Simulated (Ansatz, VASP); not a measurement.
## Pb: VASP beside Ansatz

```
CELL_PARAMETERS angstrom
6.41061 0.00000 0.00000
0.00000 6.41061 0.00000
0.00000 0.00000 6.41061
ATOMIC_POSITIONS crystal
Pb 0.00000 0.00000 0.00000
Pb 0.50000 0.50000 0.50000
Pb 0.25000 0.00000 0.50000
Pb 0.75000 0.00000 0.50000
Pb 0.50000 0.25000 0.00000
Pb 0.50000 0.75000 0.00000
Pb 0.00000 0.50000 0.25000
Pb 0.00000 0.50000 0.75000
```

Alike in both runs: functional PBE; k mesh 4 × 4 × 4; occupations fermi-dirac, width 0.1 eV; no spin polarisation.

Ansatz relaxed the structure, and its values are those at the end. VASP's run is a single point on that final structure, the one shown.

|  | VASP | Ansatz |
| --- | --- | --- |
| version | VASP 6.6.1 | Ansatz 0.2.0 |
| potentials or method | VASP PAW PBE potentials, release 64 (Pb_d), cutoff 520 eV | plane waves (420 eV) with PAW, scalar-relativistic |
| valence electrons in the cell | 112 | 112 |

|  | VASP | Ansatz | Ansatz less VASP |
| --- | --- | --- | --- |
| pressure (GPa) | -0.1 | 0.0 | +0.07 |

With one functional, cell and mesh, what is left measures potentials, basis and numerics.

Spin-orbit coupling is off throughout.
